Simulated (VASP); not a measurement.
PtS2: single point with PBE+D3(BJ)

Crystal: PtS2.

```
CELL_PARAMETERS angstrom
3.57502 0.00000 0.00000
-1.78751 3.09606 0.00000
0.00000 0.00000 6.42984
ATOMIC_POSITIONS crystal
Pt 0.00000 0.00000 0.00000
S 0.33333 0.66667 0.19137
S 0.66667 0.33333 0.80863
```

```json
{
  "Program": "VASP 6.6.1",
  "Task": "single point",
  "Functional": "PBE",
  "Dispersion": "D3(BJ)",
  "Potentials or basis": "VASP PAW PBE potentials, release 64 (Pt, S)",
  "Cutoff": "520 eV",
  "k mesh": "8 × 8 × 4",
  "Occupations": "gaussian, width 0.05 eV",
  "Spin": "non-collinear spin, zero start, spin-orbit coupling",
  "Starting moments": "[[0.0, 0.0, 0.0], [0.0, 0.0, 0.0], [0.0, 0.0, 0.0]] μB",
  "Dipole correction": "no",
  "Further INCAR settings": "ALGO = Normal; EDIFF = 1e-06; NBANDS = 35"
}
```

```json
{"Pressure": "-2.4 GPa", "Largest force": "0.031 eV/Å", "Net moment": "0.00 μB per cell", "Valence electrons inside the program's atomic spheres": "Pt 9.39; S 3.63", "Dispersion energy per atom": "-0.326 eV"}
```

Forces on the atoms (eV/Å):
```
Pt   0.000  0.000  0.000
S    0.000  0.000 -0.031
S    0.000  0.000  0.031
```

Stress tensor (GPa, compression positive):
```
-2.59  0.00  0.00
 0.00 -2.59  0.00
 0.00  0.00 -1.95
```

Moments on the atoms (μB; x, y, z):
```
Pt  0.00 0.00 0.00
S   0.00 0.00 0.00
S   0.00 0.00 0.00
```

It took 5.5 min on 1 thread of Intel Xeon 8259CL (shared host), peak memory 0.42 GiB.

Caveat: three body term missing.
